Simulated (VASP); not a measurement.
A run of VASP 6.6.1 is set up as follows.

The input INCAR:

```
  ALGO = Normal
  EDIFF = 1E-7
  ENCUT = 520
  GGA = PE
  ISIF = 2
  ISMEAR = 0
  LASPH = True
  LCHARG = True
  LELF = True
  LREAL = False
  LVHAR = True
  LWAVE = False
  NBANDS = 11
  NELM = 60
  PREC = Accurate
  SIGMA = 0.05
```

File KPOINTS:

```
k-points
0
Gamma
  12 12 12
```

POSCAR

```
SiC
1.0
    0.0000000000      2.2190903547      2.2190903547
    2.2190903547      0.0000000000      2.2190903547
    2.1272200140      2.1272200140      0.0918703407
Si C
1 1
Direct
    0.0000000000      0.0000000000      0.0000000000
    0.7500000000      0.7500000000      0.7500000000
```

Potentials or basis: VASP PAW PBE potentials, release 64 (Si, C).

Command:

```sh
$ cat potpaw_PBE.64/Si/POTCAR potpaw_PBE.64/C/POTCAR > POTCAR
$ mpirun -np 1 vasp_std > vasp.out
```

Question: Estimate the band gap on the k mesh.

Answer: 1.08 eV, indirect (least direct gap 4.11 eV).

Question: Estimate the largest force.

Answer: 0.884 eV/Å.

Stress tensor (GPa, compression positive):
```
  6.71  12.66 -12.66
 12.66   6.71 -12.66
-12.66 -12.66   6.71
```

A k mesh can miss the band edges. As with any semilocal functional, this PBE gap is likely too small.
